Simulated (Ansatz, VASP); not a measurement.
Two plane-wave programs on Os

```xyz
1
Lattice="0.0000 1.9286 1.9286 1.9286 0.0000 1.9286 1.9286 1.9286 0.0000" Properties=species:S:1:pos:R:3 pbc="T T T"
Os    0.0000    0.0000    0.0000
```

Change from the starting cell: volume scaled by 1, PAW files.

Alike in both runs: task single point; functional PBE; k mesh 17 × 17 × 17; occupations fermi-dirac, width 0.1 eV; no spin polarisation.

|  | VASP | Ansatz |
| --- | --- | --- |
| version | VASP 6.6.1 | Ansatz 0.2.0 |
| potentials or method | VASP PAW PBE potentials, release 64 (Os) | PAW with Ansatz's default frozen-core files, scalar-relativistic |
| plane-wave cutoff (eV) | 520 | 420 |
| valence electrons in the cell | 8 | 16 |

Ansatz gave:

```
pressure (GPa) : 0.0
```

Question: Which values does VASP return?

Answer: Pressure (GPa): -0.1.

VASP's potentials hold 8 valence electrons a cell and Ansatz's 16, so a difference there can come from the potentials and not from the codes.

Neither program's run includes spin-orbit coupling.
